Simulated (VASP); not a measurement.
A run of VASP 6.6.1:

File INCAR:

```
ALGO = Fast ; EDIFF = 1E-6
ENCUT = 520 ; GGA = PS
ISIF = 2 ; ISMEAR = 0
LASPH = True ; LCHARG = True
LELF = True ; LREAL = False
LVHAR = True ; LWAVE = False
NBANDS = 11 ; NELM = 100
PREC = Accurate ; SIGMA = 0.15
```

KPOINTS

```
k-points
0
Gamma
  16 16 16
```

The input POSCAR:

```
Sr
1.0
   -2.2820123700      2.2820123700      2.7384148440
    2.2820123700     -2.2820123700      2.7384148440
    2.2820123700      2.2820123700     -2.7384148440
Sr
1
Direct
    0.0000000000      0.0000000000      0.0000000000
```

Potentials or basis: VASP PAW PBE potentials, release 64 (Sr_sv).

Command:

```bash
$ cat potpaw_PBE.64/Sr_sv/POTCAR > POTCAR
$ mpirun -np 1 vasp_std > vasp.out
```

Hardware: 1 thread of Oxide Virtual Turin-like Processor, on a shared host.

Question: Estimate the wall time of this run.

Answer: Run time: 2.1 min on 1 thread of Oxide Virtual Turin-like Processor, with other jobs on the host, peak memory 0.31 GiB. Counts: scf iterations 12, k points 349.
